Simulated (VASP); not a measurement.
# FeGe (P2_13) in VASP: notebook

FeGe is run at these levels: LDA; tasks: single point.

Everything below comes from runs of VASP 6.6.1. Logs are shortened: lines on timing, memory, paths and dates and some standing lists are left out, and cuts for length are marked.

### Step 1. The cell of the first run

The structure is cubic, space group P2_13 (No. 198). Conventional cell: a = 4.452 Å, b = 4.452 Å, c = 4.452 Å, α = 90.00°, β = 90.00°, γ = 90.00°. Fe (site symmetry 3) has 7 Ge at 2.29 to 2.50 Å and 6 Fe at 2.73 Å within 3.0 Å. Within 3.0 Å of Ge (site symmetry 3) lie 7 Fe at 2.29 to 2.50 Å and 6 Ge at 2.76 Å.

### Step 2. Single point, LDA (11.03 Å³/atom)

INCAR reads:

```
SYSTEM = FeGe
PREC = Accurate
ENCUT = 520
EDIFF = 1E-7
ISMEAR = 0
SIGMA = 0.03
LREAL = .FALSE.
LASPH = .TRUE.
NELM = 80
ALGO = Normal
ISIF = 2
LWAVE = .FALSE.
LCHARG = .FALSE.
NBANDS = 54
```

KPOINTS reads:

```
regular mesh
0
G
  10 10 10
  0 0 0
```

POSCAR reads:

```
FeGe
1.0
    4.4516870807      0.0000000000      0.0000000000
    0.0000000000      4.4516870807      0.0000000000
    0.0000000000      0.0000000000      4.4516870807
Fe Ge
4 4
Direct
    0.1373071351      0.1373071351      0.1373071351
    0.3626928649      0.8626928649      0.6373071351
    0.6373071351      0.3626928649      0.8626928649
    0.8626928649      0.6373071351      0.3626928649
    0.8396937631      0.8396937631      0.8396937631
    0.6603062369      0.1603062369      0.3396937631
    0.3396937631      0.6603062369      0.1603062369
    0.1603062369      0.3396937631      0.6603062369
```

Potentials or basis: VASP PAW LDA potentials, release 64 (Fe, Ge_d).

Run with:

```
$ cat potpaw_LDA.64/Fe/POTCAR potpaw_LDA.64/Ge_d/POTCAR > POTCAR
$ mpirun -np 1 vasp_std > vasp.out
```

OUTCAR:

```text
SYSTEM = FeGe
   PREC = Accurate
   ENCUT = 520
   EDIFF = 1E-7
   ISMEAR = 0
   LREAL = .FALSE.
   LASPH = .TRUE.
   NELM = 80
   ISIF = 2

 ion  position               nearest neighbor table
   1  0.137  0.137  0.137-   5 2.29   6 2.31   7 2.31   8 2.31   6 2.50   7 2.50   8 2.50   3 2.73
                             4 2.73   2 2.73   2 2.73   4 2.73   3 2.73
   2  0.363  0.863  0.637-   6 2.29   5 2.31   7 2.31   8 2.31   8 2.50   5 2.50   7 2.50   1 2.73
                             1 2.73   3 2.73   3 2.73   4 2.73   4 2.73
   3  0.637  0.363  0.863-   7 2.29   6 2.31   5 2.31   8 2.31   8 2.50   5 2.50   6 2.50   1 2.73
                             4 2.73   2 2.73   2 2.73   4 2.73   1 2.73
   4  0.863  0.637  0.363-   8 2.29   6 2.31   7 2.31   5 2.31   6 2.50   7 2.50   5 2.50   1 2.73
                             3 2.73   2 2.73   1 2.73   2 2.73   3 2.73
   5  0.840  0.840  0.840-   1 2.29   2 2.31   3 2.31   4 2.31   2 2.50   3 2.50   4 2.50   6 2.76
                             7 2.76   8 2.76   6 2.76   8 2.76   7 2.76
   6  0.660  0.160  0.340-   2 2.29   1 2.31   3 2.31   4 2.31   4 2.50   1 2.50   3 2.50   8 2.76
                             5 2.76   5 2.76   7 2.76   7 2.76   8 2.76
   7  0.340  0.660  0.160-   3 2.29   2 2.31   1 2.31   4 2.31   4 2.50   1 2.50   2 2.50   8 2.76
                             5 2.76   8 2.76   6 2.76   6 2.76   5 2.76
   8  0.160  0.340  0.660-   4 2.29   2 2.31   3 2.31   1 2.31   2 2.50   3 2.50   1 2.50   7 2.76
                             5 2.76   7 2.76   5 2.76   6 2.76   6 2.76

  LATTYP: Found a simple cubic cell.
 ALAT       =     4.4516870807

  Lattice vectors:

 A1 = (   4.4516870807,   0.0000000000,   0.0000000000)
 A2 = (   0.0000000000,   4.4516870807,   0.0000000000)
 A3 = (   0.0000000000,   0.0000000000,   4.4516870807)

Analysis of symmetry for initial positions (statically):
=====================================================================
 Subroutine PRICEL returns:
 Original cell was already a primitive cell.

 Routine SETGRP: Setting up the symmetry group for a
 simple cubic supercell.

 Subroutine GETGRP returns: Found 12 space group operations
 (whereof  3 operations were pure point group operations)
 out of a pool of 48 trial point group operations.

The static configuration has the point symmetry C_3 .
 The point group associated with its full space group is T   .

Analysis of symmetry for dynamics (positions and initial velocities):
=====================================================================
 Subroutine PRICEL returns:
 Original cell was already a primitive cell.

 Routine SETGRP: Setting up the symmetry group for a
 simple cubic supercell.

 Subroutine GETGRP returns: Found 12 space group operations
 (whereof  3 operations were pure point group operations)
 out of a pool of 48 trial point group operations.

The dynamic configuration has the point symmetry C_3 .
 The point group associated with its full space group is T   .

 Subroutine INISYM returns: Found 12 space group operations
 (whereof  3 operations are pure point group operations),
 and found     1 'primitive' translations

----------------------------------------------------------------------------------------

                                     Primitive cell

  volume of cell :      88.2214

  direct lattice vectors                    reciprocal lattice vectors
     4.451687081  0.000000000  0.000000000     0.224633938  0.000000000  0.000000000
     0.000000000  4.451687081  0.000000000     0.000000000  0.224633938  0.000000000
     0.000000000  0.000000000  4.451687081     0.000000000  0.000000000  0.224633938

  length of vectors
     4.451687081  4.451687081  4.451687081     0.224633938  0.224633938  0.224633938

  position of ions in fractional coordinates (direct lattice)
     0.137307135  0.137307135  0.137307135
     0.362692865  0.862692865  0.637307135
     0.637307135  0.362692865  0.862692865
     0.862692865  0.637307135  0.362692865
     0.839693763  0.839693763  0.839693763
     0.660306237  0.160306237  0.339693763
     0.339693763  0.660306237  0.160306237
     0.160306237  0.339693763  0.660306237

  ion indices of the primitive-cell ions
   primitive index   ion index
                 1           1
                 2           2
                 3           3
                 4           4
                 5           5
                 6           6
                 7           7
                 8           8

----------------------------------------------------------------------------------------

 KPOINTS: regular mesh

Automatic generation of k-mesh.
 Grid dimensions read from file:
 generate k-points for:   10   10   10

 Generating k-lattice:

  Cartesian coordinates                     Fractional coordinates (reciprocal lattice)
     0.022463394  0.000000000  0.000000000     0.100000000  0.000000000  0.000000000
     0.000000000  0.022463394  0.000000000     0.000000000  0.100000000  0.000000000
     0.000000000  0.000000000  0.022463394     0.000000000  0.000000000  0.100000000

  Length of vectors
     0.022463394  0.022463394  0.022463394

  Shift w.r.t. Gamma in fractional coordinates (k-lattice)
     0.000000000  0.000000000  0.000000000

 Subroutine IBZKPT returns following result:
 ===========================================

 Found     76 irreducible k-points:

 Following reciprocal coordinates:
            Coordinates               Weight
  0.000000  0.000000  0.000000      1.000000
  0.100000  0.000000  0.000000      6.000000
  0.200000  0.000000  0.000000      6.000000
  0.300000  0.000000  0.000000      6.000000
  0.400000  0.000000  0.000000      6.000000
  0.500000  0.000000  0.000000      3.000000
[... 16 lines left out ...]
  0.300000  0.300000  0.000000     12.000000
  0.400000  0.300000  0.000000     12.000000
 [... further k-points ...]
   k-points           NKPTS =     76   k-points in BZ     NKDIM =     76   number of bands    NBANDS=     54
   number of dos      NEDOS =    301   number of ions     NIONS =      8
   total plane-waves  NPLWV =  46656
   dimension x,y,z NGX =    36 NGY =   36 NGZ =   36
   dimension x,y,z NGXF=    72 NGYF=   72 NGZF=   72
   ions per type =               4   4
   NGX,Y,Z   is equivalent  to a cutoff of  13.44, 13.44, 13.44 a.u.
   NGXF,Y,Z  is equivalent  to a cutoff of  26.89, 26.89, 26.89 a.u.
 SYSTEM =  FeGe
   PREC   = accura    normal or accurate (medium, high low for compatibility)
   ISTART =      0    job   : 0-new  1-cont  2-samecut
   ICHARG =      2    charge: 1-file 2-atom 10-const
   ISPIN  =      1    spin polarized calculation?
   LNONCOLLINEAR =      F non collinear calculations
   LSORBIT =      F    spin-orbit coupling
   LASPH  =      T    aspherical Exc in radial PAW
   ENCUT  =  520.0 eV  38.22 Ry    6.18 a.u.   8.28  8.28  8.28*2*pi/ulx,y,z
   NELM   =     80;   NELMIN=  2; NELMDL= -5     # of ELM steps
   EDIFF  = 0.1E-06   stopping-criterion for ELM
   LREAL  =      F    real-space projection
   EDIFFG = 0.1E-05   stopping-criterion for IOM
   NSW    =      0    number of steps for IOM
   IBRION =     -1    ionic relax: 0-MD 1-quasi-New 2-CG
   NFREE  =      0    steps in history (QN), initial steepest desc. (CG)
   ISIF   =      2    stress and relaxation
   ISYM   =      2    0-nonsym 1-usesym 2-fastsym
   POTIM  = 0.5000    time-step for ionic-motion
   TEBEG  =    0.0;   TEEND  =   0.0 temperature during run
   PSTRESS=    0.0 pullay stress
   NELECT =      88.0000    total number of electrons
   NUPDOWN=      -1.0000    fix difference up-down
   EMIN   =  10.00;   EMAX   =-10.00  energy-range for DOS
   EFERMI =   0.00;   METHOD = LEGACY
   ISMEAR =     0;   SIGMA  =   0.03  broadening in eV -4-tet -1-fermi 0-gaus
   EFERMI_NEDOS =   21; number of points for ismear=-14 and -15
   IALGO  =     38    algorithm
   IMIX   =      4    mixing-type and parameters
     AMIX     =   0.40;   BMIX     =  1.00
     AMIX_MAG =   1.60;   BMIX_MAG =  1.00
  volume/ion in A,a.u.               =      11.03        74.42
  Fermi-wavevector in a.u.,A,eV,Ry     =   1.635728  3.091078 36.403832  2.675606
  Thomas-Fermi vector in A             =   2.727153
   LORBIT       =      0    0 simple, 1 ext, 2 COOP (PROOUT), +10 PAW based schemes
   GGA     = CA    functional components
   LHFCALC =     F    Hartree Fock is set to
   AEXX    =    0.0000 exact exchange contribution
   IVDW    =     0    specifies the selected vdW correction
   LEPSILON=     F    determine dielectric tensor
   LRPA    =     F    only Hartree local field effects (RPA)
 non-spin polarized calculation
 Gauss-broadening in eV      SIGMA  =   0.03
  energy-cutoff  :      520.00
  volume of cell :       88.22
 maximum number of plane-waves:      2408
 NGX is ok and might be reduce to    36
   NGX = 17   NGY = 17   NGZ = 17

 number of electron      88.0000008 magnetization

 Free energy of the ion-electron system (eV)
  ---------------------------------------------------
  ext. energy  EPLUGINS =         0.00000000
  ---------------------------------------------------
  free energy    TOTEN  =       -59.61327514 eV

  energy without entropy =      -59.61301885  energy(sigma->0) =      -59.61314700

 E-fermi :   9.6093     XC(G=0): -14.0751

 val. band max:        9.5615570715   @ k =   0.2000   0.1000   0.1000
 cond. band min:       9.6493072413   @ k =   0.4000   0.2000   0.0000
 fundamental gap:      0.0877501698
 Fermi energy:         9.6092772406

 k-point     1 :       0.0000    0.0000    0.0000
  band No.  band energies     occupation
      1     -15.1717      2.00000
      2     -15.1717      2.00000
      3     -15.1717      2.00000
      4     -15.1219      2.00000
      5     -15.1219      2.00000
      6     -15.1219      2.00000
[... 46 lines left out ...]
     53      14.1242      0.00000
     54      14.1242      0.00000

 k-point     2 :       0.1000    0.0000    0.0000
  band No.  band energies     occupation
      1     -15.1739      2.00000
      2     -15.1708      2.00000
      3     -15.1703      2.00000
      4     -15.1221      2.00000
      5     -15.1217      2.00000
      6     -15.1199      2.00000
[... 46 lines left out ...]
     53      14.2302      0.00000
     54      14.2556      0.00000

 k-point     3 :       0.2000    0.0000    0.0000
  band No.  band energies     occupation
      1     -15.1757      2.00000
      2     -15.1686      2.00000
      3     -15.1685      2.00000
      4     -15.1246      2.00000
      5     -15.1231      2.00000
      6     -15.1141      2.00000
[... 46 lines left out ...]
     53      14.4079      0.00000
     54      14.4581      0.00000
[... 1084 lines left out ...]
 k-point    23 :       0.3000    0.3000    0.0000
  band No.  band energies     occupation
      1     -15.1746      2.00000
      2     -15.1690      2.00000
      3     -15.1611      2.00000
      4     -15.1366      2.00000
      5     -15.1216      2.00000
      6     -15.1087      2.00000
[... 46 lines left out ...]
     53      13.9014      0.00000
     54      14.2077      0.00000

 k-point    24 :       0.4000    0.3000    0.0000
  band No.  band energies     occupation
      1     -15.1717      2.00000
      2     -15.1674      2.00000
      3     -15.1578      2.00000
      4     -15.1396      2.00000
      5     -15.1306      2.00000
      6     -15.1172      2.00000
[... 46 lines left out ...]
     53      13.9859      0.00000
     54      14.5831      0.00000

 [... further k-points ...]
[... 5 lines left out ...]
  --------------------------------------------------------------------------------------
  -------------------------------------------------------------------------------------
  Total        8.1955496      8.1955496      8.1955496      0.0000000      0.0000000      0.0000000
  in kB      148.8383268    148.8383268    148.8383268      0.0000000      0.0000000      0.0000000
  external PRESSURE =     148.8383268 kB  Pullay stress =       0.0000000 kB

 VOLUME and BASIS-vectors are now :
 -----------------------------------------------------------------------------
  energy-cutoff  :      520.00
  volume of cell :       88.22
      direct lattice vectors                 reciprocal lattice vectors
     4.451687081  0.000000000  0.000000000     0.224633938  0.000000000  0.000000000
     0.000000000  4.451687081  0.000000000     0.000000000  0.224633938  0.000000000
     0.000000000  0.000000000  4.451687081     0.000000000  0.000000000  0.224633938

 POSITION                                       TOTAL-FORCE (eV/Angst)
 -----------------------------------------------------------------------------------
      0.61125      0.61125      0.61125         0.030304      0.030304      0.030304
      1.61460      3.84044      2.83709        -0.030304     -0.030304      0.030304
      2.83709      1.61460      3.84044         0.030304     -0.030304     -0.030304
      3.84044      2.83709      1.61460        -0.030304      0.030304     -0.030304
      3.73805      3.73805      3.73805         0.005134      0.005134      0.005134
      2.93948      0.71363      1.51221        -0.005134     -0.005134      0.005134
      1.51221      2.93948      0.71363         0.005134     -0.005134     -0.005134
      0.71363      1.51221      2.93948        -0.005134      0.005134     -0.005134
 -----------------------------------------------------------------------------------
    total drift:                                0.000000      0.000000      0.000000

  FREE ENERGIE OF THE ION-ELECTRON SYSTEM (eV)
  ---------------------------------------------------
  free  energy   TOTEN  =       -59.6132751429 eV

  energy  without entropy=      -59.6130188541  energy(sigma->0) =      -59.61314700
```

Run time: 2.9 min. Hardware: 1 thread of Intel Xeon 6975P-C (Granite Rapids), shared host; peak memory 0.37 GiB.

What came out:

```yaml
Free_energy: -59.6133 eV
Pressure: 14.9 GPa
Largest_force: 0.052 eV/Å
Band_gap_on_the_k_mesh: 0.09 eV (least direct gap 0.13 eV)
```

Forces on the atoms (eV/Å):
```
Fe   0.030  0.030  0.030
Fe  -0.030 -0.030  0.030
Fe   0.030 -0.030 -0.030
Fe  -0.030  0.030 -0.030
Ge   0.005  0.005  0.005
Ge  -0.005 -0.005  0.005
Ge   0.005 -0.005 -0.005
Ge  -0.005  0.005 -0.005
```

Caveat: the cell stands under pressure.

### Step 3. Single point, LDA (11.42 Å³/atom)

This run uses another cell than the first one, of 11.42 Å³/atom.

INCAR reads:

```
PREC = Accurate ; ENCUT = 520
EDIFF = 1E-7 ; ISMEAR = 0
SIGMA = 0.03 ; LREAL = F
LASPH = T ; NELM = 100
ALGO = Normal ; ISIF = 2
LWAVE = F ; LCHARG = F
GGA = CA ; NBANDS = 54
```

KPOINTS reads:

```
Automatic mesh
0
Gamma
  10 10 10
```

POSCAR reads:

```
FeGe
1.0
    4.5034555237      0.0000000000      0.0000000000
    0.0000000000      4.5034555237      0.0000000000
    0.0000000000      0.0000000000      4.5034555237
Fe Ge
4 4
Direct
    0.1355511715      0.1355511715      0.1355511715
    0.3644488285      0.8644488285      0.6355511715
    0.6355511715      0.3644488285      0.8644488285
    0.8644488285      0.6355511715      0.3644488285
    0.8389609163      0.8389609163      0.8389609163
    0.6610390837      0.1610390837      0.3389609163
    0.3389609163      0.6610390837      0.1610390837
    0.1610390837      0.3389609163      0.6610390837
```

Potentials or basis: VASP PAW LDA potentials, release 64 (Fe, Ge_d).

Run with:

```
$ cat potpaw_LDA.64/Fe/POTCAR potpaw_LDA.64/Ge_d/POTCAR > POTCAR
$ mpirun -np 1 vasp_std > vasp.out
```

OUTCAR:

```text
PREC = Accurate
   ENCUT = 520
   EDIFF = 1E-7
   ISMEAR = 0
   LREAL = F
   LASPH = T
   NELM = 100
   ISIF = 2
   GGA = CA

 ion  position               nearest neighbor table
   1  0.136  0.136  0.136-   5 2.31   6 2.33   7 2.33   8 2.33   7 2.54   8 2.54   6 2.54   3 2.76
                             4 2.76   2 2.76   2 2.76   4 2.76   3 2.76
   2  0.364  0.864  0.636-   6 2.31   5 2.33   7 2.33   8 2.33   7 2.54   8 2.54   5 2.54   1 2.76
                             1 2.76   3 2.76   3 2.76   4 2.76   4 2.76
   3  0.636  0.364  0.864-   7 2.31   6 2.33   5 2.33   8 2.33   8 2.54   6 2.54   5 2.54   1 2.76
                             4 2.76   2 2.76   2 2.76   4 2.76   1 2.76
   4  0.864  0.636  0.364-   8 2.31   6 2.33   7 2.33   5 2.33   6 2.54   5 2.54   7 2.54   1 2.76
                             3 2.76   2 2.76   1 2.76   2 2.76   3 2.76
   5  0.839  0.839  0.839-   1 2.31   2 2.33   3 2.33   4 2.33   3 2.54   4 2.54   2 2.54   6 2.80
                             7 2.80   8 2.80   6 2.80   8 2.80   7 2.80
   6  0.661  0.161  0.339-   2 2.31   1 2.33   3 2.33   4 2.33   3 2.54   4 2.54   1 2.54   8 2.80
                             5 2.80   5 2.80   7 2.80   7 2.80   8 2.80
   7  0.339  0.661  0.161-   3 2.31   2 2.33   1 2.33   4 2.33   4 2.54   2 2.54   1 2.54   8 2.80
                             5 2.80   8 2.80   6 2.80   6 2.80   5 2.80
   8  0.161  0.339  0.661-   4 2.31   2 2.33   3 2.33   1 2.33   2 2.54   1 2.54   3 2.54   7 2.80
[... 208 lines left out ...]
  band No.  band energies     occupation
      1     -15.5886      2.00000
      2     -15.5886      2.00000
      3     -15.5886      2.00000
      4     -15.5419      2.00000
      5     -15.5419      2.00000
      6     -15.5419      2.00000
[... 1357 lines left out ...]
     53      13.3581      0.00000
     54      13.9439      0.00000

 [... further k-points ...]
[... 5 lines left out ...]
  --------------------------------------------------------------------------------------
  -------------------------------------------------------------------------------------
  Total        3.3715562      3.3715562      3.3715562     -0.0000000      0.0000000      0.0000000
  in kB       59.1429995     59.1429995     59.1429995     -0.0000000      0.0000000      0.0000000
  external PRESSURE =      59.1429995 kB  Pullay stress =       0.0000000 kB

 VOLUME and BASIS-vectors are now :
 -----------------------------------------------------------------------------
  energy-cutoff  :      520.00
  volume of cell :       91.34
      direct lattice vectors                 reciprocal lattice vectors
     4.503455524  0.000000000  0.000000000     0.222051710  0.000000000  0.000000000
     0.000000000  4.503455524  0.000000000     0.000000000  0.222051710  0.000000000
     0.000000000  0.000000000  4.503455524     0.000000000  0.000000000  0.222051710

 POSITION                                       TOTAL-FORCE (eV/Angst)
 -----------------------------------------------------------------------------------
      0.61045      0.61045      0.61045         0.029400      0.029400      0.029400
      1.64128      3.89301      2.86218        -0.029400     -0.029400      0.029400
      2.86218      1.64128      3.89301         0.029400     -0.029400     -0.029400
      3.89301      2.86218      1.64128        -0.029400      0.029400     -0.029400
      3.77822      3.77822      3.77822         0.005035      0.005035      0.005035
      2.97696      0.72523      1.52650        -0.005035     -0.005035      0.005035
      1.52650      2.97696      0.72523         0.005035     -0.005035     -0.005035
      0.72523      1.52650      2.97696        -0.005035      0.005035     -0.005035
 -----------------------------------------------------------------------------------
    total drift:                                0.000000      0.000000      0.000000

  FREE ENERGIE OF THE ION-ELECTRON SYSTEM (eV)
  ---------------------------------------------------
  free  energy   TOTEN  =       -59.8105543689 eV

  energy  without entropy=      -59.8103265917  energy(sigma->0) =      -59.81044048
```

stdout:

```text
POSCAR found type information on POSCAR FeGe
 POSCAR found :  2 types and       8 ions
 scaLAPACK will be used
 LDA part: xc-table for (Slater(with rela. corr.)+CA(PZ))
 , standard interpolation
 POSCAR, INCAR and KPOINTS ok, starting setup
 FFT: planning ... GRIDC
 FFT: planning ... GRID_SOFT
 FFT: planning ... GRID
 WAVECAR not read
 entering main loop
```

Wall time 3.3 min (1 thread of Intel Xeon 6975P-C (Granite Rapids), shared host); peak memory 0.37 GiB.

Results:

| Item | Value |
| --- | --- |
| Free energy | -59.8106 eV |
| Pressure | 5.9 GPa |
| Largest force | 0.051 eV/Å |
| Band gap on the k mesh | 0.09 eV (least direct gap 0.13 eV) |

Forces in eV/Å, atoms in the order of the input:
```
Fe   0.029  0.029  0.029
Fe  -0.029 -0.029  0.029
Fe   0.029 -0.029 -0.029
Fe  -0.029  0.029 -0.029
Ge   0.005  0.005  0.005
Ge  -0.005 -0.005  0.005
Ge   0.005 -0.005 -0.005
Ge  -0.005  0.005 -0.005
```

Caveat: the cell stands under pressure.
